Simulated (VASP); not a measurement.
# HW12C12F in VASP: single point with PBE+D3(BJ)

Aim: the single point of HW12C12F with PBE+D3(BJ).

All numbers are computed with VASP 6.6.1; they aren't measurements. Logs are shortened: lines on timing, memory, paths and dates and some standing lists are left out, and cuts for length are marked.

### 1 The cell of the first run

The cell holds a slab with vacuum, 26 atoms: a = 5.797 Å, b = 5.797 Å, c = 20.074 Å, α = 90.00°, β = 90.00°, γ = 120.00°.

### 2 Single point, PBE+D3(BJ)

Input file INCAR:

```
SYSTEM = HW12C12F
PREC = Accurate
ENCUT = 520
EDIFF = 1E-7
ISMEAR = 0
SIGMA = 0.05
LREAL = Auto
LASPH = .True.
NELM = 80
ALGO = Normal
ISIF = 2
LWAVE = .False.
LCHARG = .True.
GGA = PE
IVDW = 12
LELF = .True.
LVHAR = .True.
NBANDS = 131
```

Input file KPOINTS:

```
Automatic mesh
0
Gamma
  3 3 1
  0 0 0
```

Input file POSCAR:

```
HW12C12F
1.0
    5.7974001403     -0.0000000810      0.0000000000
   -2.8987001403      5.0206959190      0.0000000000
    0.0000000000      0.0000000000     20.0737500000
W C F H
12 12 1 1
Direct
   -0.0000000100      0.0000000050      0.0498163000
    0.0001246650      0.0000278679      0.1909791130
   -0.0018509172     -0.0022527035      0.3333312163
   -0.0000000100      0.4999999850      0.0498163000
    0.0001246650      0.5000967971      0.1909791130
   -0.0018509172      0.5004017862      0.3333312163
    0.5000000000      0.0000000000      0.0498163000
    0.4993630585     -0.0003184708      0.1912967087
    0.5006697923      0.0003348962      0.3367348563
    0.4999999800      0.4999999900      0.0498163000
    0.5004060584      0.5002030292      0.1909826336
    0.5069838834      0.5034919417      0.3352247869
    0.3333333200      0.1666666750      0.1202939200
    0.3354581792      0.1656037180      0.2601312382
    0.3214462691      0.1734325726      0.3895890315
    0.3333333200      0.6666666450      0.1202939200
    0.3354581792      0.6698544611      0.2601312382
    0.3214462691      0.6480136965      0.3895890315
    0.8333333300      0.1666666650      0.1202939200
    0.8287645040      0.1643822520      0.2603411063
    0.8500862429      0.1750431214      0.3941399131
    0.8333333100      0.6666666550      0.1202939200
    0.8314397398      0.6657198699      0.2583210923
    0.8475028310      0.6737514155      0.3906779314
    0.4181632734      0.9590816367      0.4502862643
   -0.1593217489      1.1703391255      0.4483052889
```

Potentials or basis: VASP PAW PBE potentials, release 64 (W_sv, C, F, H).

Started as:

```bash
> cat potpaw_PBE.64/W_sv/POTCAR potpaw_PBE.64/C/POTCAR potpaw_PBE.64/F/POTCAR potpaw_PBE.64/H/POTCAR > POTCAR
> mpirun -np 1 vasp_std > vasp.out
```

OUTCAR:

```text
SYSTEM = HW12C12F
   PREC = Accurate
   ENCUT = 520
   EDIFF = 1E-7
   ISMEAR = 0
   LREAL = Auto
   LASPH = .True.
   NELM = 80
   ISIF = 2
   GGA = PE
   IVDW = 12
 IVDW          = 12

 ion  position               nearest neighbor table
   1  1.000  0.000  0.050-  19 2.19  13 2.19  22 2.19   2 2.83   7 2.90  10 2.90   4 2.90   7 2.90
                            10 2.90   4 2.90
   2  0.000  0.000  0.191-  23 2.16  14 2.18  20 2.19  13 2.19  22 2.19  19 2.19   1 2.83   3 2.86
                             8 2.90  11 2.90   5 2.90   5 2.90  11 2.90   8 2.90
   3  0.998  0.998  0.333-  15 1.98  24 1.99  21 2.04  20 2.23  14 2.24  23 2.25  12 2.86   2 2.86
                             6 2.88   9 2.89   9 2.91   6 2.91  12 2.94
   4  1.000  0.500  0.050-  19 2.19  16 2.19  22 2.19   5 2.83  10 2.90   7 2.90   1 2.90  10 2.90
                             7 2.90   1 2.90
   5  0.000  0.500  0.191-  23 2.16  17 2.18  20 2.19  16 2.19  22 2.19  19 2.19   4 2.83   6 2.86
                             8 2.90  11 2.90   2 2.90   2 2.90  11 2.90   8 2.90
   6  0.998  0.500  0.333-  18 1.98  24 1.99  21 2.04  20 2.23  17 2.24  23 2.25  12 2.86   5 2.86
                             3 2.88   9 2.89   9 2.91   3 2.91  12 2.94
   7  0.500  0.000  0.050-  19 2.19  13 2.19  16 2.19   8 2.84   1 2.90   4 2.90  10 2.90  10 2.90
                             1 2.90   4 2.90
   8  0.499  1.000  0.191-  14 2.16  17 2.16  20 2.16  16 2.20  13 2.20  19 2.20   7 2.84   5 2.90
                             2 2.90  11 2.90  11 2.90   2 2.90   5 2.90   9 2.92
   9  0.501  0.000  0.337-  15 2.06  18 2.06  21 2.10  20 2.25  14 2.26  17 2.26  25 2.32   6 2.89
                             3 2.89  12 2.90  12 2.90   3 2.91   6 2.91   8 2.92
  10  0.500  0.500  0.050-  16 2.19  13 2.19  22 2.19  11 2.83   4 2.90   1 2.90   7 2.90   7 2.90
                             4 2.90   1 2.90
  11  0.500  0.500  0.191-  23 2.14  17 2.18  14 2.18  22 2.19  16 2.19  13 2.19  10 2.83  12 2.90
                             5 2.90   2 2.90   8 2.90   8 2.90   5 2.90   2 2.90
  12  0.507  0.503  0.335-  18 1.99  15 1.99  24 2.04  23 2.24  17 2.27  14 2.27   3 2.86   6 2.86
                            11 2.90   9 2.90   9 2.90   6 2.94   3 2.94
  13  0.333  0.167  0.120-  10 2.19   1 2.19   7 2.19   2 2.19  11 2.19   8 2.20
  14  0.335  0.166  0.260-   8 2.16  11 2.18   2 2.18   3 2.24   9 2.26  12 2.27
  15  0.321  0.173  0.390-   3 1.98  12 1.99   9 2.06
  16  0.333  0.667  0.120-  10 2.19   4 2.19   7 2.19   5 2.19  11 2.19   8 2.20
  17  0.335  0.670  0.260-   8 2.16  11 2.18   5 2.18   6 2.24   9 2.26  12 2.27
  18  0.321  0.648  0.390-   6 1.98  12 1.99   9 2.06
  19  0.833  0.167  0.120-   1 2.19   4 2.19   7 2.19   2 2.19   5 2.19   8 2.20
  20  0.829  0.164  0.260-   8 2.16   2 2.19   5 2.19   6 2.23   3 2.23   9 2.25
  21  0.850  0.175  0.394-  26 1.09   3 2.04   6 2.04   9 2.10
  22  0.833  0.667  0.120-  10 2.19   4 2.19   1 2.19  11 2.19   5 2.19   2 2.19
  23  0.831  0.666  0.258-  11 2.14   5 2.16   2 2.16  12 2.24   3 2.25   6 2.25
  24  0.848  0.674  0.391-   3 1.99   6 1.99  12 2.04
  25  0.418  0.959  0.450-   9 2.32
  26  0.841  0.170  0.448-  21 1.09

  LATTYP: Found a hexagonal cell.
 ALAT       =     5.7974001403
 C/A-ratio  =     3.4625434702

  Lattice vectors:

 A1 = (   5.7974001403,  -0.0000000810,   0.0000000000)
 A2 = (  -2.8987001403,   5.0206959190,   0.0000000000)
 A3 = (   0.0000000000,   0.0000000000,  20.0737500000)

Analysis of symmetry for initial positions (statically):
=====================================================================
 Subroutine PRICEL returns:
 Original cell was already a primitive cell.

 Routine SETGRP: Setting up the symmetry group for a
 hexagonal supercell.

 Subroutine GETGRP returns: Found  2 space group operations
 (whereof  1 operations were pure point group operations)
 out of a pool of 24 trial point group operations.

The static configuration has the point symmetry C_1 .
 The point group associated with its full space group is C_1h.

Analysis of symmetry for dynamics (positions and initial velocities):
=====================================================================
 Subroutine PRICEL returns:
 Original cell was already a primitive cell.

 Routine SETGRP: Setting up the symmetry group for a
 hexagonal supercell.

 Subroutine GETGRP returns: Found  2 space group operations
 (whereof  1 operations were pure point group operations)
 out of a pool of 24 trial point group operations.

The dynamic configuration has the point symmetry C_1 .
 The point group associated with its full space group is C_1h.

 Subroutine INISYM returns: Found  2 space group operations
 (whereof  1 operations are pure point group operations),
 and found     1 'primitive' translations

----------------------------------------------------------------------------------------

                                     Primitive cell

  volume of cell :     584.2863

  direct lattice vectors                    reciprocal lattice vectors
     5.797400140 -0.000000081  0.000000000     0.172491114  0.099587791  0.000000000
    -2.898700140  5.020695919  0.000000000     0.000000003  0.199175577  0.000000000
     0.000000000  0.000000000 20.073750000     0.000000000  0.000000000  0.049816302

  length of vectors
     5.797400140  5.797400281 20.073750000     0.199175582  0.199175577  0.049816302

  position of ions in fractional coordinates (direct lattice)
     0.999999990  0.000000005  0.049816300
     0.000124665  0.000027868  0.190979113
     0.998149083  0.997747297  0.333331216
     0.999999990  0.499999985  0.049816300
     0.000124665  0.500096797  0.190979113
     0.998149083  0.500401786  0.333331216
[... 18 lines left out ...]
     0.418163273  0.959081637  0.450286264
     0.840678251  0.170339125  0.448305289

  ion indices of the primitive-cell ions
   primitive index   ion index
                 1           1
                 2           2
                 3           3
                 4           4
                 5           5
                 6           6
[... 18 lines left out ...]
                25          25
                26          26

----------------------------------------------------------------------------------------

 KPOINTS: Automatic mesh

Automatic generation of k-mesh.
 Grid dimensions read from file:
 generate k-points for:    3    3    1

 Generating k-lattice:

  Cartesian coordinates                     Fractional coordinates (reciprocal lattice)
     0.057497038  0.033195930  0.000000000     0.333333333  0.000000000  0.000000000
     0.000000001  0.066391859  0.000000000     0.000000000  0.333333333  0.000000000
     0.000000000  0.000000000  0.049816302     0.000000000  0.000000000  1.000000000

  Length of vectors
     0.066391861  0.066391859  0.049816302

  Shift w.r.t. Gamma in fractional coordinates (k-lattice)
     0.000000000  0.000000000  0.000000000

 Subroutine IBZKPT returns following result:
 ===========================================

 Found      4 irreducible k-points:

 Following reciprocal coordinates:
            Coordinates               Weight
  0.000000  0.000000  0.000000      1.000000
  0.333333  0.000000  0.000000      2.000000
  0.000000  0.333333  0.000000      4.000000
  0.333333  0.333333  0.000000      2.000000
   k-points           NKPTS =      4   k-points in BZ     NKDIM =      4   number of bands    NBANDS=    131
   number of dos      NEDOS =    301   number of ions     NIONS =     26
   total plane-waves  NPLWV = 345600
   dimension x,y,z NGX =    48 NGY =   48 NGZ =  150
   dimension x,y,z NGXF=    96 NGYF=   96 NGZF=  300
   ions per type =              12  12   1   1
   NGX,Y,Z   is equivalent  to a cutoff of  13.76, 13.76, 12.42 a.u.
   NGXF,Y,Z  is equivalent  to a cutoff of  27.53, 27.53, 24.85 a.u.
 SYSTEM =  HW12C12F
   PREC   = accura    normal or accurate (medium, high low for compatibility)
   ISTART =      0    job   : 0-new  1-cont  2-samecut
   ICHARG =      2    charge: 1-file 2-atom 10-const
   ISPIN  =      1    spin polarized calculation?
   LNONCOLLINEAR =      F non collinear calculations
   LSORBIT =      F    spin-orbit coupling
   LASPH  =      T    aspherical Exc in radial PAW
   ENCUT  =  520.0 eV  38.22 Ry    6.18 a.u.  10.78 10.78 37.32*2*pi/ulx,y,z
   NELM   =     80;   NELMIN=  2; NELMDL= -5     # of ELM steps
   EDIFF  = 0.1E-06   stopping-criterion for ELM
   LREAL  =      T    real-space projection
   EDIFFG = 0.1E-05   stopping-criterion for IOM
   NSW    =      0    number of steps for IOM
   IBRION =     -1    ionic relax: 0-MD 1-quasi-New 2-CG
   NFREE  =      0    steps in history (QN), initial steepest desc. (CG)
   ISIF   =      2    stress and relaxation
   ISYM   =      2    0-nonsym 1-usesym 2-fastsym
   POTIM  = 0.5000    time-step for ionic-motion
   TEBEG  =    0.0;   TEEND  =   0.0 temperature during run
   PSTRESS=    0.0 pullay stress
   NELECT =     224.0000    total number of electrons
   NUPDOWN=      -1.0000    fix difference up-down
   EMIN   =  10.00;   EMAX   =-10.00  energy-range for DOS
   EFERMI =   0.00;   METHOD = LEGACY
   ISMEAR =     0;   SIGMA  =   0.05  broadening in eV -4-tet -1-fermi 0-gaus
   EFERMI_NEDOS =   21; number of points for ismear=-14 and -15
   IALGO  =     38    algorithm
   IMIX   =      4    mixing-type and parameters
     AMIX     =   0.40;   BMIX     =  1.00
     AMIX_MAG =   1.60;   BMIX_MAG =  1.00
  volume/ion in A,a.u.               =      22.47       151.65
  Fermi-wavevector in a.u.,A,eV,Ry     =   1.189275  2.247404 19.243739  1.414375
  Thomas-Fermi vector in A             =   2.325386
   LORBIT       =      0    0 simple, 1 ext, 2 COOP (PROOUT), +10 PAW based schemes
   GGA     = PE    functional components
   LHFCALC =     F    Hartree Fock is set to
   AEXX    =    0.0000 exact exchange contribution
   IVDW    =    12    specifies the selected vdW correction
   LEPSILON=     F    determine dielectric tensor
   LRPA    =     F    only Hartree local field effects (RPA)
 non-spin polarized calculation
 Gauss-broadening in eV      SIGMA  =   0.05
  energy-cutoff  :      520.00
  volume of cell :      584.29
 maximum number of plane-waves:     15795
 NGX is ok and might be reduce to    48
   NGX = 21   NGY = 21   NGZ = 75

 number of electron     223.9999976 magnetization

 Free energy of the ion-electron system (eV)
  ---------------------------------------------------
  ext. energy  EPLUGINS =         0.00000000
  ---------------------------------------------------
  free energy    TOTEN  =      -259.52559483 eV

  energy without entropy =     -259.51101081  energy(sigma->0) =     -259.51830282

 E-fermi :   1.7954     XC(G=0):  -7.0501

 val. band max:        1.7849146990   @ k =   0.3333   0.3333   0.0000
 cond. band min:       1.8261959058   @ k =   0.0000   0.3333   0.0000
 fundamental gap:      0.0412812068
 Fermi energy:         1.7953916542

 k-point     1 :       0.0000    0.0000    0.0000
  band No.  band energies     occupation
      1     -72.4787      2.00000
      2     -72.3317      2.00000
      3     -72.2751      2.00000
      4     -72.2750      2.00000
      5     -72.2612      2.00000
      6     -72.2233      2.00000
[... 116 lines left out ...]
    123       4.3617      0.00000
    124       4.3730      0.00000

 k-point     2 :       0.3333    0.0000    0.0000
  band No.  band energies     occupation
      1     -72.4779      2.00000
      2     -72.3171      2.00000
      3     -72.2873      2.00000
      4     -72.2751      2.00000
      5     -72.2636      2.00000
      6     -72.2092      2.00000
[... 370 lines left out ...]
    123       3.6686      0.00000
    124       3.8058      0.00000
 [bands above 124 left out]

------------------------ aborting loop because EDIFF is reached ----------------------------------------

 Edisp (eV)   -8.43900

 E8    (eV) :    -3.9431

  FORCE on cell =-STRESS in cart. coord.  units (eV):
  Direction    XX          YY          ZZ          XY          YZ          ZX
  --------------------------------------------------------------------------------------
  -------------------------------------------------------------------------------------
  Total       8.25098     7.77728    -3.50725     0.41024    -0.06857    -0.11877
  in kB      22.62510    21.32614    -9.61726     1.12493    -0.18803    -0.32568
  external pressure =       11.44 kB  Pullay stress =        0.00 kB

 VOLUME and BASIS-vectors are now :
 -----------------------------------------------------------------------------
  energy-cutoff  :      520.00
  volume of cell :      584.29
      direct lattice vectors                 reciprocal lattice vectors
     5.797400140 -0.000000081  0.000000000     0.172491114  0.099587791  0.000000000
    -2.898700140  5.020695919  0.000000000     0.000000003  0.199175577  0.000000000
     0.000000000  0.000000000 20.073750000     0.000000000  0.000000000  0.049816302

 POSITION                                       TOTAL-FORCE (eV/Angst)
 -----------------------------------------------------------------------------------
      5.79740     -0.00000      1.00000        -0.012700      0.052331      0.813668
      0.00064      0.00014      3.83367        -0.010182      0.002994      0.021097
      2.89450      5.00939      6.69121        -0.003789      0.007041     -0.040928
      4.34805      2.51035      1.00000         0.038970     -0.037164      0.813668
     -1.44891      2.51083      3.83367        -0.002498     -0.010315      0.021097
      4.33615      2.51237      6.69121         0.004204     -0.006802     -0.040928
[... 18 lines left out ...]
     -0.35583      4.81526      9.03893        -0.013863     -0.008004      0.045876
      4.37999      0.85522      8.99917         0.002296      0.001326      0.022166
 -----------------------------------------------------------------------------------
    total drift:                                0.003137      0.001813     -0.011330

  FREE ENERGIE OF THE ION-ELECTRON SYSTEM (eV)
  ---------------------------------------------------
  free  energy   TOTEN  =      -267.9645988812 eV

  energy  without entropy=     -267.9500148549  energy(sigma->0) =     -267.95730687
```

It took 23 min on 1 thread of AMD EPYC 7R43 (Zen 3), shared host; peak memory 0.77 GiB.

Results:

- Free energy: -267.9646 eV
- Largest force: 0.897 eV/Å
- Band gap on the k mesh: zero (bands 112 and 113 overlap by 0.54 eV)
- Dispersion energy per atom: -0.325 eV

Forces on the atoms (eV/Å):
```
W   -0.013  0.052  0.814
W   -0.010  0.003  0.021
W   -0.004  0.007 -0.041
W    0.039 -0.037  0.814
W   -0.002 -0.010  0.021
W    0.004 -0.007 -0.041
W    0.024  0.014  0.846
W    0.011  0.006  0.013
W    0.013  0.007 -0.078
W   -0.008 -0.005  0.780
W    0.002  0.001  0.015
W    0.001  0.001 -0.045
C    0.023 -0.009 -0.896
C   -0.001  0.005  0.007
C    0.003 -0.001  0.088
C    0.004  0.024 -0.896
C    0.004 -0.003  0.007
C    0.001  0.003  0.088
C   -0.029 -0.017 -0.883
C   -0.006 -0.004  0.005
C   -0.004 -0.002  0.060
C   -0.035 -0.020 -0.856
C   -0.005 -0.003  0.000
C    0.000  0.000  0.089
F   -0.014 -0.008  0.046
H    0.002  0.001  0.022
```

Caveat: the k points lie up to 0.42 Å⁻¹ apart, too coarse for converged energies and pressures of a metal; there is no dipole correction, which matters where the two faces differ; spin-orbit coupling is left out, which moves the levels of the heavy elements.

The gap in the log of VASP goes by the Fermi energy; the results here count the filled bands.